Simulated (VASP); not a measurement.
# InSb: single point with PBE

Crystal: InSb.

```xyz
4
Lattice="5.9204 0.0000 0.0000 0.0000 5.9380 0.0000 0.0000 0.0000 3.2225" Properties=species:S:1:pos:R:3 pbc="T T T"
In    0.0000    0.0000    0.0284
In    2.9602    2.9690    3.1941
Sb    0.0000    2.9690    0.8926
Sb    2.9602    0.0000    2.3299
```

```yaml
Program: VASP 6.6.1
Task: single point
Functional: PBE
Potentials_or_basis: VASP PAW PBE potentials, release 64 (In_d, Sb)
Cutoff: 520 eV
k_mesh: 6 × 6 × 10
Occupations: gaussian, width 0.1 eV
Spin: no spin polarisation
Dipole_correction: no
Further_INCAR_settings: ALGO = Normal; EDIFF = 1e-07; NBANDS = 26
```

```
Pressure               : 0.0 GPa
Largest force          : 0.049 eV/Å
Band gap on the k mesh : zero (bands 18 and 19 overlap by 2.68 eV)
```

Forces in eV/Å, atoms in the order of the input:
```
In   0.000  0.000 -0.001
In   0.000  0.000  0.001
Sb   0.000  0.000 -0.049
Sb   0.000  0.000  0.049
```

Stress tensor (GPa, compression positive):
```
-0.64  0.00  0.00
 0.00 -0.56  0.00
 0.00  0.00  1.20
```

Levels at points of the mesh, in eV from the Fermi level:
```
           k point  band 14  band 15  band 16  band 17  band 18  band 19  band 20  band 21  band 22  band 23
(0.00, 0.00, 0.00)    -4.61    -4.60    -3.45    -2.07    -2.06     3.19     3.62     4.46     5.83     6.28
(0.50, 0.00, 0.00)    -5.89    -3.61    -3.61     0.11     0.11     3.02     3.02     4.13     4.13     6.06
(0.00, 0.50, 0.00)    -5.88    -3.61    -3.61     0.08     0.08     3.00     3.00     4.12     4.12     6.07
(0.50, 0.50, 0.00)    -7.36    -0.49    -0.49     1.46     1.46     1.70     1.70     1.84     1.84     4.01
(0.00, 0.00, 0.50)    -3.90    -2.27    -1.76    -1.71    -0.93    -0.86    -0.80     0.37     0.80     2.95
(0.50, 0.00, 0.50)    -4.88    -2.23    -2.23    -1.35    -1.35    -1.20    -1.20     2.38     2.38     2.90
(0.00, 0.50, 0.50)    -4.91    -2.21    -2.21    -1.29    -1.29    -1.14    -1.14     2.28     2.28     2.89
(0.50, 0.50, 0.50)    -4.15    -4.09    -4.09    -2.92    -2.92     2.76     2.76     3.06     3.06     4.30
```

Run time: 3.5 min on 1 thread of Intel(R) Xeon(R) 6975P-C (Granite Rapids), on a shared host, peak memory 0.39 GiB.

Caveat: spin-orbit coupling is left out, which moves the levels of the heavy elements.
